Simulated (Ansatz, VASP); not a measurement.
## Al30Si: VASP beside Ansatz

```
CELL_PARAMETERS angstrom
8.10000 0.00000 0.00000
0.00000 8.10000 0.00000
0.00000 0.00000 8.10000
ATOMIC_POSITIONS crystal
Al 0.49790 0.00000 0.99790
Al 0.75205 0.25037 0.99748
Al 0.00367 0.00000 0.99655
Al 0.24769 0.25062 0.99743
Al 0.49846 0.50000 0.99846
Al 0.75205 0.74963 0.99748
Al 0.24791 0.00000 0.25245
Al 0.49748 0.25037 0.25205
Al 0.75210 0.50000 0.25210
Al 0.49655 0.00000 0.50367
Al 0.75293 0.24732 0.50185
Al 0.75245 0.00000 0.74791
Al 0.00302 0.50000 0.99737
Al 0.24769 0.74938 0.99743
Al 0.00185 0.24732 0.25293
Al 0.24699 0.50000 0.25096
Al 0.49748 0.74963 0.25205
Al 0.24740 0.25026 0.50278
Al 0.49737 0.50000 0.50302
Al 0.75293 0.75268 0.50185
Al 0.24670 0.00000 0.74670
Al 0.49743 0.25062 0.74769
Al 0.75096 0.50000 0.74699
Al 0.00185 0.75268 0.25293
Al 0.00248 0.50000 0.50248
Al 0.24740 0.74974 0.50278
Al 0.00278 0.25026 0.74740
Al 0.24758 0.50000 0.74758
Al 0.49743 0.74938 0.74769
Al 0.00278 0.74974 0.74740
Si 0.00665 0.00000 0.50665
```

Alike in both runs: functional r2SCAN; k mesh 2 × 2 × 2; occupations fermi-dirac, width 0.1 eV; no spin polarisation.

Ansatz relaxed the structure, and its values are those at the end. VASP's run is a single point on that final structure, the one shown.

```csv
,VASP,Ansatz
version,VASP 6.6.1,Ansatz 0.2.0
potentials or method,"VASP PAW PBE potentials, release 64 (Al, Si), cutoff 520 eV","scalar-relativistic, plane waves, PAW"
valence electrons in the cell,94,94
```

|  | VASP | Ansatz | Ansatz less VASP |
| --- | --- | --- | --- |
| rms of the force components (eV/Å) | 0.004 | 0.002 | -0.0015 |

VASP's potentials were made for PBE, not for r2SCAN. The functional is the same, so the differences come from potentials, cutoffs and numerics.

The k mesh is coarse, so the values compare programs but aren't converged.
